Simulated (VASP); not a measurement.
ZnO: relaxation of cell and atoms with PBE+D3(BJ)

The system is ZnO.

```
CELL_PARAMETERS angstrom
3.28797 0.00000 0.00000
-1.64398 2.84746 0.00000
0.00000 0.00000 7.13044
ATOMIC_POSITIONS crystal
Zn 0.00000 0.00000 0.75000
Zn 0.00000 0.00000 0.25000
O 0.33333 0.66667 0.25000
O 0.66667 0.33333 0.75000
```

```yaml
Program: VASP 6.6.1
Task: relaxation of cell and atoms
Functional: PBE
Dispersion: D3(BJ)
Potentials_or_basis: VASP PAW PBE potentials, release 64 (Zn, O)
Cutoff: 600 eV
k_mesh: 12 × 12 × 4
Occupations: gaussian, width 0.02 eV
Spin: no spin polarisation
Dipole_correction: no
Further_INCAR_settings: ALGO = Normal; EDIFF = 1e-06; IBRION = 2; EDIFFG = -0.005; NSW = 100; ISIF = 3
```

```json
{"Relaxed volume": "14.21 Å³/atom", "Relaxed cell": "a = 3.275 Å, b = 3.275 Å, c = 6.122 Å, α = 90.00°, β = 90.00°, γ = 120.00°", "Space group after relaxing (to 0.05 Å)": "P6_3/mmc (No. 194)", "Energy gained by relaxing": "18.8 meV/atom", "Ionic steps": "13", "Pressure after relaxing": "0.0 GPa", "Band gap on the k mesh": "0.69 eV, direct", "Dispersion energy per atom": "-0.188 eV"}
```

The path:
| step | energy change (eV) | largest force (eV/Å) | pressure (GPa) | volume (Å³) |
| --- | --- | --- | --- | --- |
| 1 | 0.0000 | 0.0000 | -1.66 | 66.76 |
| 2 | -0.0065 | 0.0000 | 0.56 | 65.10 |
| 3 | -0.0070 | 0.0000 | 0.04 | 65.45 |
| 4 | -0.0167 | 0.0000 | 0.11 | 64.54 |
| 5 | -0.0437 | 0.0000 | 0.39 | 61.83 |
| 6 | -0.0719 | 0.0000 | 1.50 | 56.41 |
| 7 | -0.0403 | 0.0000 | -4.10 | 57.39 |
| 8 | -0.0750 | 0.0000 | 0.06 | 56.64 |
| 9 | -0.0750 | 0.0000 | 0.09 | 56.63 |
| 10 | -0.0751 | 0.0000 | 0.03 | 56.72 |
| 11 | -0.0751 | 0.0000 | 0.09 | 56.74 |
| 12 | -0.0751 | 0.0000 | 0.09 | 56.78 |
| 13 | -0.0751 | 0.0000 | -0.01 | 56.85 |

Final structure:
```
CELL_PARAMETERS angstrom
3.27472 0.00000 0.00000
-1.63736 2.83599 0.00000
0.00000 0.00000 6.12168
ATOMIC_POSITIONS crystal
Zn 0.00000 0.00000 0.75000
Zn 0.00000 0.00000 0.25000
O 0.33333 0.66667 0.25000
O 0.66667 0.33333 0.75000
```

Levels at points of the mesh, in eV from the valence-band top:
```csv
k point,band 14,band 15,band 16,band 17,band 18,band 19,band 20,band 21,band 22
"(0.00, 0.00, 0.00)",-1.28,-0.03,-0.03,0.00,0.00,0.69,4.29,5.69,12.50
"(0.50, 0.00, 0.00)",-3.28,-1.99,-1.75,-1.00,-0.97,4.52,5.41,6.43,9.34
"(0.00, 0.00, 0.50)",-2.63,-0.01,-0.01,-0.01,-0.01,2.29,2.29,8.69,8.69
"(0.50, 0.00, 0.50)",-3.92,-1.87,-1.87,-0.88,-0.88,4.74,4.74,8.21,8.21
```

Wall time 6.5 min on 1 thread of Intel(R) Xeon(R) 6975P-C (Granite Rapids), on a shared host, peak memory 0.28 GiB.
